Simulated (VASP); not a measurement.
# In4Sb3As (P-43m) in VASP: single point with PBE

Aim: the single point of In4Sb3As with PBE.

Everything below comes from runs of VASP 6.6.1. Logs are shortened: lines on timing, memory, paths and dates and some standing lists are left out, and cuts for length are marked.

### Step 1. The cell of the first run

It takes space group P-43m (No. 215, cubic). Conventional cell: a = 6.526 Å, b = 6.526 Å, c = 6.526 Å, α = 90.00°, β = 90.00°, γ = 90.00°. Within 3.6 Å of In (site symmetry 3m) lie 1 As at 2.73 Å and 3 Sb at 2.86 Å. Sb (site symmetry -42m) has 4 In at 2.86 Å within 3.8 Å. As (site symmetry -43m) has 4 In at 2.73 Å within 3.6 Å.

### Step 2. Single point, PBE

POSCAR

```
In4Sb3As
1.0
    6.5261801935      0.0000000000      0.0000000000
    0.0000000000      6.5261801935      0.0000000000
    0.0000000000      0.0000000000      6.5261801935
In Sb As
4 3 1
Direct
    0.2416652626      0.7583347374      0.2416652626
    0.2416652626      0.2416652626      0.7583347374
    0.7583347374      0.7583347374      0.7583347374
    0.7583347374      0.2416652626      0.2416652626
    0.0000000000      0.5000000000      0.5000000000
    0.5000000000      0.5000000000      0.0000000000
    0.5000000000      0.0000000000      0.5000000000
    0.0000000000      0.0000000000      0.0000000000
```

INCAR.step1

```
ALGO = Normal ; EDIFF = 1E-6
ENCUT = 520 ; GGA = PE
ISIF = 2 ; ISMEAR = 0
LASPH = T ; LCHARG = T
LREAL = F ; LWAVE = F
NBANDS = 46 ; NELM = 60
PREC = Accurate ; SIGMA = 0.1
```

KPOINTS.step1

```
k-points
0
Gamma
  6 6 6
```

INCAR.step2

```
ALGO = Normal ; EDIFF = 1E-6
ENCUT = 520 ; GGA = PE
ICHARG = 11 ; ISIF = 2
ISMEAR = -5 ; LASPH = T
LCHARG = F ; LORBIT = 11
LREAL = F ; LWAVE = F
NEDOS = 1001 ; NELM = 60
PREC = Accurate ; SIGMA = 0.1
```

KPOINTS.step2

```
k-points
0
Gamma
  9 9 9
```

Potentials or basis: VASP PAW PBE potentials, release 64 (In_d, Sb, As).

The run is started by

```
cat potpaw_PBE.64/In_d/POTCAR potpaw_PBE.64/Sb/POTCAR potpaw_PBE.64/As/POTCAR > POTCAR
cp INCAR.step1 INCAR
cp KPOINTS.step1 KPOINTS
mpirun -np 1 vasp_std > vasp.out
cp INCAR.step2 INCAR
cp KPOINTS.step2 KPOINTS
mpirun -np 1 vasp_std > vasp.out
```

OUTCAR:

```text
EDIFF = 1E-6
   ENCUT = 520
   GGA = PE
   ICHARG = 11
   ISIF = 2
   ISMEAR = -5
   LASPH = T
   LORBIT = 11
   LREAL = F
   NELM = 60
   PREC = Accurate

 ion  position               nearest neighbor table
   1  0.242  0.758  0.242-   8 2.73   6 2.86   7 2.86   5 2.86
   2  0.242  0.242  0.758-   8 2.73   6 2.86   7 2.86   5 2.86
   3  0.758  0.758  0.758-   8 2.73   6 2.86   7 2.86   5 2.86
   4  0.758  0.242  0.242-   8 2.73   6 2.86   7 2.86   5 2.86
   5  0.000  0.500  0.500-   1 2.86   2 2.86   3 2.86   4 2.86
   6  0.500  0.500  0.000-   1 2.86   2 2.86   3 2.86   4 2.86
   7  0.500  0.000  0.500-   1 2.86   2 2.86   3 2.86   4 2.86
   8  0.000  0.000  0.000-   1 2.73   2 2.73   3 2.73   4 2.73

  LATTYP: Found a simple cubic cell.
 ALAT       =     6.5261801935

  Lattice vectors:

 A1 = (   6.5261801935,   0.0000000000,   0.0000000000)
 A2 = (   0.0000000000,   6.5261801935,   0.0000000000)
 A3 = (   0.0000000000,   0.0000000000,   6.5261801935)

Analysis of symmetry for initial positions (statically):
=====================================================================
 Subroutine PRICEL returns:
 Original cell was already a primitive cell.

 Routine SETGRP: Setting up the symmetry group for a
 simple cubic supercell.

 Subroutine GETGRP returns: Found 24 space group operations
 (whereof 24 operations were pure point group operations)
 out of a pool of 48 trial point group operations.

The static configuration has the point symmetry T_d .

Analysis of symmetry for dynamics (positions and initial velocities):
=====================================================================
 Subroutine PRICEL returns:
 Original cell was already a primitive cell.

 Routine SETGRP: Setting up the symmetry group for a
 simple cubic supercell.

 Subroutine GETGRP returns: Found 24 space group operations
 (whereof 24 operations were pure point group operations)
 out of a pool of 48 trial point group operations.

The dynamic configuration has the point symmetry T_d .

 Subroutine INISYM returns: Found 24 space group operations
 (whereof 24 operations are pure point group operations),
 and found     1 'primitive' translations

----------------------------------------------------------------------------------------

                                     Primitive cell

  volume of cell :     277.9567

  direct lattice vectors                    reciprocal lattice vectors
     6.526180194  0.000000000  0.000000000     0.153228990  0.000000000  0.000000000
     0.000000000  6.526180194  0.000000000     0.000000000  0.153228990  0.000000000
     0.000000000  0.000000000  6.526180194     0.000000000  0.000000000  0.153228990

  length of vectors
     6.526180194  6.526180194  6.526180194     0.153228990  0.153228990  0.153228990

  position of ions in fractional coordinates (direct lattice)
     0.241665263  0.758334737  0.241665263
     0.241665263  0.241665263  0.758334737
     0.758334737  0.758334737  0.758334737
     0.758334737  0.241665263  0.241665263
     0.000000000  0.500000000  0.500000000
     0.500000000  0.500000000  0.000000000
     0.500000000  0.000000000  0.500000000
     0.000000000  0.000000000  0.000000000

  ion indices of the primitive-cell ions
   primitive index   ion index
                 1           1
                 2           2
                 3           3
                 4           4
                 5           5
                 6           6
                 7           7
                 8           8

----------------------------------------------------------------------------------------

 KPOINTS: k-points

Automatic generation of k-mesh.
 Grid dimensions read from file:
 generate k-points for:    9    9    9

 Generating k-lattice:

  Cartesian coordinates                     Fractional coordinates (reciprocal lattice)
     0.017025443  0.000000000  0.000000000     0.111111111  0.000000000  0.000000000
     0.000000000  0.017025443  0.000000000     0.000000000  0.111111111  0.000000000
     0.000000000  0.000000000  0.017025443     0.000000000  0.000000000  0.111111111

  Length of vectors
     0.017025443  0.017025443  0.017025443

  Shift w.r.t. Gamma in fractional coordinates (k-lattice)
     0.000000000  0.000000000  0.000000000

 TETIRR: Found    353 inequivalent tetrahedra from     4374

 Subroutine IBZKPT returns following result:
 ===========================================

 Found     35 irreducible k-points:

 Following reciprocal coordinates:
            Coordinates               Weight
  0.000000  0.000000  0.000000      1.000000
  0.111111  0.000000  0.000000      6.000000
  0.222222  0.000000  0.000000      6.000000
  0.333333  0.000000  0.000000      6.000000
  0.444444  0.000000  0.000000      6.000000
  0.111111  0.111111  0.000000     12.000000
[... 16 lines left out ...]
  0.333333  0.333333  0.111111     24.000000
  0.444444  0.333333  0.111111     48.000000
 [... further k-points ...]
   k-points           NKPTS =     35   k-points in BZ     NKDIM =     35   number of bands    NBANDS=     43
   number of dos      NEDOS =   1001   number of ions     NIONS =      8
   total plane-waves  NPLWV = 125000
   dimension x,y,z NGX =    50 NGY =   50 NGZ =   50
   dimension x,y,z NGXF=   100 NGYF=  100 NGZF=  100
   ions per type =               4   3   1
   NGX,Y,Z   is equivalent  to a cutoff of  12.74, 12.74, 12.74 a.u.
   NGXF,Y,Z  is equivalent  to a cutoff of  25.47, 25.47, 25.47 a.u.
 SYSTEM =  unknown system
   PREC   = accura    normal or accurate (medium, high low for compatibility)
   ISTART =      0    job   : 0-new  1-cont  2-samecut
   ICHARG =     11    charge: 1-file 2-atom 10-const
   ISPIN  =      1    spin polarized calculation?
   LNONCOLLINEAR =      F non collinear calculations
   LSORBIT =      F    spin-orbit coupling
   LASPH  =      T    aspherical Exc in radial PAW
   ENCUT  =  520.0 eV  38.22 Ry    6.18 a.u.  12.13 12.13 12.13*2*pi/ulx,y,z
   NELM   =     60;   NELMIN=  2; NELMDL=  0     # of ELM steps
   EDIFF  = 0.1E-05   stopping-criterion for ELM
   LREAL  =      F    real-space projection
   EDIFFG = 0.1E-04   stopping-criterion for IOM
   NSW    =      0    number of steps for IOM
   IBRION =     -1    ionic relax: 0-MD 1-quasi-New 2-CG
   NFREE  =      0    steps in history (QN), initial steepest desc. (CG)
   ISIF   =      2    stress and relaxation
   ISYM   =      2    0-nonsym 1-usesym 2-fastsym
   POTIM  = 0.5000    time-step for ionic-motion
   TEBEG  =    0.0;   TEEND  =   0.0 temperature during run
   PSTRESS=    0.0 pullay stress
   NELECT =      72.0000    total number of electrons
   NUPDOWN=      -1.0000    fix difference up-down
   EMIN   =  10.00;   EMAX   =-10.00  energy-range for DOS
   EFERMI =   0.00;   METHOD = LEGACY
   ISMEAR =    -5;   SIGMA  =   0.10  broadening in eV -4-tet -1-fermi 0-gaus
   EFERMI_NEDOS =   21; number of points for ismear=-14 and -15
   IALGO  =     38    algorithm
   IMIX   =      4    mixing-type and parameters
     AMIX     =   0.40;   BMIX     =  1.00
     AMIX_MAG =   1.60;   BMIX_MAG =  1.00
  volume/ion in A,a.u.               =      34.74       234.47
  Fermi-wavevector in a.u.,A,eV,Ry     =   1.043582  1.972084 14.817609  1.089064
  Thomas-Fermi vector in A             =   2.178298
   LORBIT       =     11    0 simple, 1 ext, 2 COOP (PROOUT), +10 PAW based schemes
   GGA     = PE    functional components
   LHFCALC =     F    Hartree Fock is set to
   AEXX    =    0.0000 exact exchange contribution
   IVDW    =     0    specifies the selected vdW correction
   LEPSILON=     F    determine dielectric tensor
   LRPA    =     F    only Hartree local field effects (RPA)
 non-spin polarized calculation
 Fermi weights with tetrahedron method with Bloechl corrections
  energy-cutoff  :      520.00
  volume of cell :      277.96
 maximum number of plane-waves:      7526
 NGX is ok and might be reduce to    50

 number of electron      72.0000002 magnetization

 Free energy of the ion-electron system (eV)
  ---------------------------------------------------
  ext. energy  EPLUGINS =         0.00000000
  ---------------------------------------------------
  free energy    TOTEN  =       -28.46165250 eV

  energy without entropy =      -28.46165250  energy(sigma->0) =      -28.46165250

 E-fermi :   4.2955     XC(G=0):  -8.4818

 val. band max:        4.2945246639   @ k =   0.0000   0.0000   0.0000
 cond. band min:       4.2945246641   @ k =   0.0000   0.0000   0.0000
 fundamental gap:      0.0000000003
 Fermi energy:         4.2954876114

 k-point     1 :       0.0000    0.0000    0.0000
  band No.  band energies     occupation
      1     -10.2509      2.00000
      2     -10.2264      2.00000
      3     -10.2264      2.00000
      4     -10.1578      2.00000
      5     -10.1578      2.00000
      6     -10.1578      2.00000
[... 35 lines left out ...]
     42       5.7663      0.00000
     43       5.9633      0.00000

 k-point     2 :       0.1111    0.0000    0.0000
  band No.  band energies     occupation
      1     -10.2496      2.00000
      2     -10.2249      2.00000
      3     -10.2247      2.00000
      4     -10.1602      2.00000
      5     -10.1567      2.00000
      6     -10.1567      2.00000
[... 35 lines left out ...]
     42       5.9327      0.00000
     43       6.1228      0.00000

 k-point     3 :       0.2222    0.0000    0.0000
  band No.  band energies     occupation
      1     -10.2462      2.00000
      2     -10.2209      2.00000
      3     -10.2197      2.00000
      4     -10.1667      2.00000
      5     -10.1537      2.00000
      6     -10.1537      2.00000
[... 35 lines left out ...]
     42       6.3935      0.00000
     43       6.5294      0.00000

 k-point     4 :       0.3333    0.0000    0.0000
  band No.  band energies     occupation
      1     -10.2421      2.00000
      2     -10.2158      2.00000
      3     -10.2121      2.00000
      4     -10.1763      2.00000
      5     -10.1491      2.00000
      6     -10.1491      2.00000
[... 863 lines left out ...]
     42       7.4012      0.00000
     43       7.9614      0.00000

 k-point    23 :       0.3333    0.3333    0.1111
  band No.  band energies     occupation
      1     -10.2344      2.00000
      2     -10.2057      2.00000
      3     -10.2037      2.00000
      4     -10.1827      2.00000
      5     -10.1488      2.00000
      6     -10.1467      2.00000
[... 35 lines left out ...]
     42       7.6591      0.00000
     43       8.0773      0.00000

 k-point    24 :       0.4444    0.3333    0.1111
  band No.  band energies     occupation
      1     -10.2322      2.00000
      2     -10.2029      2.00000
      3     -10.1982      2.00000
      4     -10.1884      2.00000
      5     -10.1466      2.00000
      6     -10.1452      2.00000
[... 35 lines left out ...]
     42       7.8363      0.00000
     43       7.9643      0.00000

 [... further k-points ...]

------------------------ aborting loop because EDIFF is reached ----------------------------------------

  FORCE on cell =-STRESS in cart. coord.  units (eV):
  Direction    XX          YY          ZZ          XY          YZ          ZX
  --------------------------------------------------------------------------------------
  -------------------------------------------------------------------------------------
  Total       -0.0712175     -0.0712175     -0.0712175      0.0000000      0.0000000      0.0000000
  in kB       -0.4105065     -0.4105065     -0.4105065      0.0000000      0.0000000      0.0000000
  external PRESSURE =      -0.4105065 kB  Pullay stress =       0.0000000 kB

 VOLUME and BASIS-vectors are now :
 -----------------------------------------------------------------------------
  energy-cutoff  :      520.00
  volume of cell :      277.96
      direct lattice vectors                 reciprocal lattice vectors
     6.526180194  0.000000000  0.000000000     0.153228990  0.000000000  0.000000000
     0.000000000  6.526180194  0.000000000     0.000000000  0.153228990  0.000000000
     0.000000000  0.000000000  6.526180194     0.000000000  0.000000000  0.153228990

 POSITION                                       TOTAL-FORCE (eV/Angst)
 -----------------------------------------------------------------------------------
      1.57715      4.94903      1.57715        -0.002247      0.002247     -0.002247
      1.57715      1.57715      4.94903        -0.002247     -0.002247      0.002247
      4.94903      4.94903      4.94903         0.002247      0.002247      0.002247
      4.94903      1.57715      1.57715         0.002247     -0.002247     -0.002247
      0.00000      3.26309      3.26309        -0.000000     -0.000000      0.000000
      3.26309      3.26309      0.00000        -0.000000     -0.000000      0.000000
      3.26309      0.00000      3.26309        -0.000000     -0.000000      0.000000
      0.00000      0.00000      0.00000        -0.000000     -0.000000      0.000000
 -----------------------------------------------------------------------------------
    total drift:                               -0.000000     -0.000000      0.000000

  FREE ENERGIE OF THE ION-ELECTRON SYSTEM (eV)
  ---------------------------------------------------
  free  energy   TOTEN  =       -28.4616524972 eV

  energy  without entropy=      -28.4616524972  energy(sigma->0) =      -28.46165250

 total charge

# of ion       s       p       d       tot
------------------------------------------
    1        0.870   0.653   9.864  11.387
    2        0.870   0.653   9.864  11.387
    3        0.870   0.653   9.864  11.387
    4        0.870   0.653   9.864  11.387
    5        1.141   1.307   0.017   2.466
    6        1.141   1.307   0.017   2.466
    7        1.141   1.307   0.017   2.466
    8        1.233   1.479   0.017   2.730
--------------------------------------------------
tot          8.137   8.013  39.526  55.675
```

It took 12 min on 1 thread of Intel Xeon Platinum 8259CL at 2.50GHz (Skylake/Cascade Lake), shared host; peak memory 0.56 GiB.

Results:

* Valence electrons inside the program's atomic spheres: In 11.39; Sb 2.47; As 2.73

Caveat: spin-orbit coupling is left out, which moves the levels of the heavy elements.
